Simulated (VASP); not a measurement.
MgS: single point with LDA

Crystal: MgS.

```
CELL_PARAMETERS angstrom
0.00000 2.56649 2.56649
2.56649 0.00000 2.56649
2.56649 2.56649 0.00000
ATOMIC_POSITIONS crystal
S 0.50000 0.50000 0.50000
Mg 0.00000 0.00000 0.00000
```

```
Program             : VASP 6.6.1
Task                : single point
Functional          : LDA
Potentials or basis : VASP PAW LDA potentials, release 64 (S, Mg_sv)
Cutoff              : 840 eV
k mesh              : 9 × 9 × 9
Occupations         : fermi-dirac, width 0.05 eV
Spin                : no spin polarisation
```

| Quantity | Value |
| --- | --- |
| Pressure | -0.2 GPa |
| Band gap on the k mesh | 2.79 eV (least direct gap 3.83 eV) |

Levels at points of the mesh, in eV from the valence-band top:
| k point | band 6 | band 7 | band 8 | band 9 | band 10 | band 11 |
| --- | --- | --- | --- | --- | --- | --- |
| (0.00, 0.00, 0.00) | 0.00 | 0.00 | 0.00 | 3.83 | 7.81 | 7.81 |

Run time: 33 s on 1 thread of Intel(R) Xeon(R) Platinum 8488C (Sapphire Rapids), with other jobs on the host, peak memory 0.18 GiB.

Caveat: an odd mesh through Γ misses points on the zone boundary, where band edges can lie.
